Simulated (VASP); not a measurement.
Write the native input for VASP 6.6.1 that does the following.

| Item | Value |
| --- | --- |
| Task | relaxation of cell and atoms |
| Functional | PBE |
| Potentials or basis | VASP PAW PBE potentials, release 64 (Mo_sv, N) |
| Cutoff | 600 eV |
| k mesh | 10 × 10 × 10 |
| Occupations | gaussian, width 0.1 eV |
| Spin | no spin polarisation |
| Dipole correction | no |
| Further INCAR settings | ALGO = Normal; EDIFF = 1e-06; IBRION = 2; EDIFFG = -0.01; NSW = 100; ISIF = 3 |

The structure of Mo4N lies in POSCAR:

```
Mo4N
1.0
    4.1179565978      0.0000000000      0.0000000000
    0.0000000000      4.1179565978      0.0000000000
    0.0000000000      0.0000000000      4.1179565978
Mo N
4 1
Direct
    0.5000000000      0.0000000000      0.0000000000
    0.0000000000      0.5000000000      0.0000000000
    0.0000000000      0.0000000000      0.5000000000
    0.5000000000      0.5000000000      0.5000000000
    0.0000000000      0.0000000000      0.0000000000
```

The cell was built from a structure type or drawn by symmetry, and may not be a known phase.

The input as run:

INCAR

```
SYSTEM = Mo4N
PREC     = Accurate       ! precision mode
ENCUT    = 600            ! plane-wave cutoff, eV
EDIFF    = 1E-6           ! SCF threshold, eV
ISMEAR   = 0              ! smearing method
SIGMA    = 0.1            ! smearing width, eV
LREAL    = .FALSE.        ! projectors in reciprocal space
LASPH    = .TRUE.         ! aspherical terms in the spheres
NELM     = 100            ! most SCF steps
ALGO     = Normal         ! electronic algorithm
ISIF     = 3              ! what is computed and relaxed
LWAVE    = .FALSE.        ! write WAVECAR
LCHARG   = .FALSE.        ! write CHGCAR
GGA      = PE             ! functional
IBRION   = 2              ! ionic algorithm
NSW      = 100            ! ionic steps
EDIFFG   = -0.01          ! ionic threshold
```

KPOINTS

```
Automatic mesh
0
G
  10 10 10
  0 0 0
```

Potentials or basis: VASP PAW PBE potentials, release 64 (Mo_sv, N).

The run is started by

```bash
$ cat potpaw_PBE.64/Mo_sv/POTCAR potpaw_PBE.64/N/POTCAR > POTCAR
$ mpirun -np 1 vasp_std > vasp.out
```

It gave:

```json
{
 "Pressure after relaxing": "0.0 GPa",
 "Band gap on the k mesh": "zero (an odd number of electrons rules out a gap without spin polarisation)"
}
```

Caveat: the relaxation stopped at its first step, so nothing moved.

Run time: 3.1 min on 1 thread of Intel Xeon 8259CL (shared host), peak memory 0.29 GiB.
